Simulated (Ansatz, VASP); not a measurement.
## NaF in VASP and in Ansatz

```
Na F
1.0
     2.83571    0.00000    0.00000
     0.00000    2.83571    0.00000
     0.00000    0.00000    2.83571
Na F
1 1
Cartesian
  0.0000 0.0000 0.0000
  1.4179 1.4179 1.4179
```

Alike in both runs: task single point; functional PBEsol; k mesh 6 × 6 × 6; occupations gaussian, width 0.05 eV; no spin polarisation.

|  | VASP | Ansatz |
| --- | --- | --- |
| version | VASP 6.6.1 | Ansatz 0.2.0 |
| potentials or method | VASP PAW PBE potentials, release 64 (Na_pv, F), cutoff 600 eV | scalar-relativistic, plane waves, PAW |
| valence electrons in the cell | 14 | 16 |

|  | VASP | Ansatz | Ansatz less VASP |
| --- | --- | --- | --- |
| gap on the k mesh at the Fermi level (eV) | 5.70 | 5.72 | +0.016 |
| least direct gap on the mesh (eV) | 6.03 | 6.05 | +0.018 |
| pressure (GPa) | -1.2 | -1.0 | +0.20 |

VASP's potentials were made for PBE, not for PBEsol. VASP's potentials hold 14 valence electrons a cell and Ansatz's 16, so a difference there can come from the potentials and not from the codes.
